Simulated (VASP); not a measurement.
# Bi (R-3m) in VASP: single point with LDA

Aim: the single point of Bi with LDA.

Everything below comes from runs of VASP 6.6.1. Logs are shortened: lines on timing, memory, paths and dates and some standing lists are left out, and cuts for length are marked.

## 1. The cell of the first run

The structure is trigonal, space group R-3m (No. 166). The conventional cell has a = 4.632 Å, b = 4.632 Å, c = 12.087 Å, α = 90.00°, β = 90.00°, γ = 120.00°. Within 4.1 Å of Bi (site symmetry 3m) lie 6 Bi at 3.13 to 3.60 Å.

## 2. Single point, LDA (strained)

Contents of INCAR:

```
SYSTEM = Bi
PREC = Accurate
ENCUT = 520
EDIFF = 1E-7
ISMEAR = 0
SIGMA = 0.1
LREAL = .False.
LASPH = .True.
NELM = 100
ALGO = Fast
ISIF = 2
LWAVE = .False.
LCHARG = .False.
NBANDS = 22
```

Contents of KPOINTS:

```
regular mesh
0
Gamma
  12 12 12
  0 0 0
```

Contents of POSCAR:

```
Bi
1.0
    2.3161184823      1.3372116292      4.0290073800
   -2.3161184823      1.3372116292      4.0290073800
    0.0000000000     -2.6744232584      4.0290073800
Bi
2
Direct
    0.2338900000      0.2338900000      0.2338900000
    0.7661100000      0.7661100000      0.7661100000
```

Potentials or basis: VASP PAW LDA potentials, release 64 (Bi_d).

Started as:

```sh
$ cat potpaw_LDA.64/Bi_d/POTCAR > POTCAR
$ mpirun -np 1 vasp_std > vasp.out
```

OUTCAR:

```text
SYSTEM = Bi
   PREC = Accurate
   ENCUT = 520
   EDIFF = 1E-7
   ISMEAR = 0
   LREAL = .False.
   LASPH = .True.
   NELM = 100
   ISIF = 2

 ion  position               nearest neighbor table
   1  0.234  0.234  0.234-   2 3.13   2 3.13   2 3.13   2 3.60   2 3.60   2 3.60
   2  0.766  0.766  0.766-   1 3.13   1 3.13   1 3.13   1 3.60   1 3.60   1 3.60

  LATTYP: Found a trigonal (rhomboedric) cell.
 ALAT       =     4.8358494842
 COS(alpha) =     0.5412184017

  Lattice vectors:

 A1 = (   2.3161184823,   1.3372116292,   4.0290073800)
 A2 = (  -2.3161184823,   1.3372116292,   4.0290073800)
 A3 = (   0.0000000000,  -2.6744232584,   4.0290073800)

Analysis of symmetry for initial positions (statically):
=====================================================================
 Subroutine PRICEL returns:
 Original cell was already a primitive cell.

 Routine SETGRP: Setting up the symmetry group for a
 trigonal (rhombohedral) supercell.

 Subroutine GETGRP returns: Found 12 space group operations
 (whereof 12 operations were pure point group operations)
 out of a pool of 12 trial point group operations.

The static configuration has the point symmetry D_3d.

Analysis of symmetry for dynamics (positions and initial velocities):
=====================================================================
 Subroutine PRICEL returns:
 Original cell was already a primitive cell.

 Routine SETGRP: Setting up the symmetry group for a
 trigonal (rhombohedral) supercell.

 Subroutine GETGRP returns: Found 12 space group operations
 (whereof 12 operations were pure point group operations)
 out of a pool of 12 trial point group operations.

The dynamic configuration has the point symmetry D_3d.

 Subroutine INISYM returns: Found 12 space group operations
 (whereof 12 operations are pure point group operations),
 and found     1 'primitive' translations

----------------------------------------------------------------------------------------

                                     Primitive cell

  volume of cell :      74.8704

  direct lattice vectors                    reciprocal lattice vectors
     2.316118482  1.337211629  4.029007380     0.215878421  0.124637464  0.082733364
    -2.316118482  1.337211629  4.029007380    -0.215878421  0.124637464  0.082733364
     0.000000000 -2.674423258  4.029007380     0.000000000 -0.249274929  0.082733364

  length of vectors
     4.835849484  4.835849484  4.835849484     0.262645768  0.262645768  0.262645768
[... 79 lines left out ...]
   ENCUT  =  520.0 eV  38.22 Ry    6.18 a.u.   8.99  8.99  8.99*2*pi/ulx,y,z
   NELM   =    100;   NELMIN=  2; NELMDL= -5     # of ELM steps
   EDIFF  = 0.1E-06   stopping-criterion for ELM
   LREAL  =      F    real-space projection
   EDIFFG = 0.1E-05   stopping-criterion for IOM
   NSW    =      0    number of steps for IOM
   IBRION =     -1    ionic relax: 0-MD 1-quasi-New 2-CG
   NFREE  =      0    steps in history (QN), initial steepest desc. (CG)
   ISIF   =      2    stress and relaxation
   ISYM   =      2    0-nonsym 1-usesym 2-fastsym
   POTIM  = 0.5000    time-step for ionic-motion
   TEBEG  =    0.0;   TEEND  =   0.0 temperature during run
   PSTRESS=    0.0 pullay stress
   NELECT =      30.0000    total number of electrons
   NUPDOWN=      -1.0000    fix difference up-down
   EMIN   =  10.00;   EMAX   =-10.00  energy-range for DOS
   EFERMI =   0.00;   METHOD = LEGACY
   ISMEAR =     0;   SIGMA  =   0.10  broadening in eV -4-tet -1-fermi 0-gaus
   EFERMI_NEDOS =   21; number of points for ismear=-14 and -15
   IALGO  =     68    algorithm
   IMIX   =      4    mixing-type and parameters
     AMIX     =   0.40;   BMIX     =  1.00
     AMIX_MAG =   1.60;   BMIX_MAG =  1.00
  volume/ion in A,a.u.               =      37.44       252.63
  Fermi-wavevector in a.u.,A,eV,Ry     =   1.206920  2.280748 19.819009  1.456656
  Thomas-Fermi vector in A             =   2.342573
   LORBIT       =      0    0 simple, 1 ext, 2 COOP (PROOUT), +10 PAW based schemes
   GGA     = CA    functional components
   LHFCALC =     F    Hartree Fock is set to
   AEXX    =    0.0000 exact exchange contribution
   IVDW    =     0    specifies the selected vdW correction
   LEPSILON=     F    determine dielectric tensor
   LRPA    =     F    only Hartree local field effects (RPA)
 non-spin polarized calculation
 RMM-DIIS sequential band-by-band and
 Gauss-broadening in eV      SIGMA  =   0.10
  energy-cutoff  :      520.00
  volume of cell :       74.87
 maximum number of plane-waves:      2039
   NGX = 17   NGY = 17   NGZ = 17

 number of electron      29.9999996 magnetization

 Free energy of the ion-electron system (eV)
  ---------------------------------------------------
  ext. energy  EPLUGINS =         0.00000000
  ---------------------------------------------------
  free energy    TOTEN  =        -9.03051781 eV

  energy without entropy =       -9.02936044  energy(sigma->0) =       -9.02993913

 E-fermi :   5.3439     XC(G=0):  -9.5188

 val. band max:        5.3322441436   @ k =   0.4167   0.0833   0.0833
 cond. band min:       5.4241676454   @ k =   0.4167  -0.0000  -0.0000
 fundamental gap:      0.0919235018
 Fermi energy:         5.3439100358

 k-point     1 :       0.0000    0.0000    0.0000
  band No.  band energies     occupation
      1     -17.3906      2.00000
      2     -17.3906      2.00000
      3     -17.2620      2.00000
      4     -17.2620      2.00000
      5     -17.2480      2.00000
      6     -17.1103      2.00000
[... 589 lines left out ...]
     21      13.2980      0.00000
     22      15.2262      0.00000

 [... further k-points ...]

------------------------ aborting loop because EDIFF is reached ----------------------------------------

  FORCE on cell =-STRESS in cart. coord.  units (eV):
  Direction    XX          YY          ZZ          XY          YZ          ZX
  --------------------------------------------------------------------------------------
  -------------------------------------------------------------------------------------
  Total       -1.9300288     -1.9300288     -1.6723040      0.0000000     -0.0000000      0.0000000
  in kB      -41.3013409    -41.3013409    -35.7862007      0.0000000     -0.0000000      0.0000000
  external PRESSURE =     -39.4629608 kB  Pullay stress =       0.0000000 kB

 VOLUME and BASIS-vectors are now :
 -----------------------------------------------------------------------------
  energy-cutoff  :      520.00
  volume of cell :       74.87
      direct lattice vectors                 reciprocal lattice vectors
     2.316118482  1.337211629  4.029007380     0.215878421  0.124637464  0.082733364
    -2.316118482  1.337211629  4.029007380    -0.215878421  0.124637464  0.082733364
     0.000000000 -2.674423258  4.029007380     0.000000000 -0.249274929  0.082733364

 POSITION                                       TOTAL-FORCE (eV/Angst)
 -----------------------------------------------------------------------------------
      0.00000      0.00000      2.82703         0.000000      0.000000     -0.173075
      0.00000      0.00000      9.25999         0.000000      0.000000      0.173075
 -----------------------------------------------------------------------------------
    total drift:                                0.000000     -0.000000      0.000000

  FREE ENERGIE OF THE ION-ELECTRON SYSTEM (eV)
  ---------------------------------------------------
  free  energy   TOTEN  =        -9.0305178097 eV

  energy  without entropy=       -9.0293604429  energy(sigma->0) =       -9.02993913
```

stdout:

```text
POSCAR found type information on POSCAR Bi
 POSCAR found :  1 types and       2 ions
 scaLAPACK will be used
 LDA part: xc-table for (Slater(with rela. corr.)+CA(PZ))
 , standard interpolation
 POSCAR, INCAR and KPOINTS ok, starting setup
 FFT: planning ... GRIDC
 FFT: planning ... GRID_SOFT
 FFT: planning ... GRID
 WAVECAR not read
 entering main loop
WARNING in EDDRMM: call to ZHEGV failed, returncode =   8  4     22
WARNING in EDDRMM: call to ZHEGV failed, returncode =   6  3     22
WARNING in EDDRMM: call to ZHEGV failed, returncode =   8  4     22
WARNING in EDDRMM: call to ZHEGV failed, returncode =   8  4     22
```

It took 3.4 min on 1 thread of Intel Xeon Platinum 8259CL at 2.50GHz (Skylake/Cascade Lake), shared host; peak memory 0.35 GiB.

What came out:

| Item | Value |
| --- | --- |
| Free energy | -9.0305 eV |
| Pressure | -3.9 GPa |
| Largest force | 0.173 eV/Å |
| Band gap on the k mesh | zero (bands 15 and 16 overlap by 0.19 eV) |

Forces on the atoms (eV/Å):
```
Bi   0.000  0.000 -0.173
Bi   0.000  0.000  0.173
```

Stress tensor (GPa, compression positive):
```
-4.13  0.00  0.00
 0.00 -4.13  0.00
 0.00  0.00 -3.58
```

Levels at points of the mesh, in eV from the Fermi level:
```tsv
k point	band 13	band 14	band 15	band 16	band 17	band 18
(0.00, 0.00, 0.00)	-1.32	-1.09	-1.09	2.42	2.85	2.85
(0.50, 0.00, 0.00)	-1.22	-1.06	-0.25	-0.20	0.60	1.06
(0.50, 0.50, 0.00)	-4.30	-2.74	-2.64	2.49	4.63	5.19
(0.50, 0.50, 0.50)	-0.92	-0.52	-0.52	0.70	0.74	0.74
```

Caveat: the cell differs from its parent crystal (strained); the cell stands under tension; spin-orbit coupling is left out, which moves the levels of the heavy elements.
